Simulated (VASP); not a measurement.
Runs of VASP 6.6.1 on Ca. The structure is that of space group Fm-3m (No. 225), or close to it. The cells are those of the table. 

| cell | k mesh | smearing | gap on the mesh (eV) | pressure (GPa) |
| --- | --- | --- | --- | --- |
| a = 3.943 Å, angles 60.0°, 1 atom | 8 × 8 × 8 | fermi-dirac 0.25852 eV | none | (a) |
| a = 3.943 Å, angles 60.0°, 1 atom | 8 × 8 × 8 | gaussian 0.1 eV | none | -0.5 |
| a = 3.834 Å, angles 60.0°, 1 atom | 8 × 8 × 8 | gaussian 0.1 eV | none | 1.1 |
| a = 3.943 Å, angles 60.0°, 1 atom | 7 × 8 × 3 | tetrahedron | none | -0.6 |

Alike in all rows: task single point; level PBE; potentials or basis VASP PAW PBE potentials, release 64 (Ca_sv); no spin polarisation; cutoff (eV) 520.

Task: Estimate the missing entries.

Result: (a) -0.3.

Caveats: some runs use coarse meshes; tetrahedron occupations give inexact forces and stress in metals (some runs).

A gap of «none» marks levels without a gap at the run's occupations.
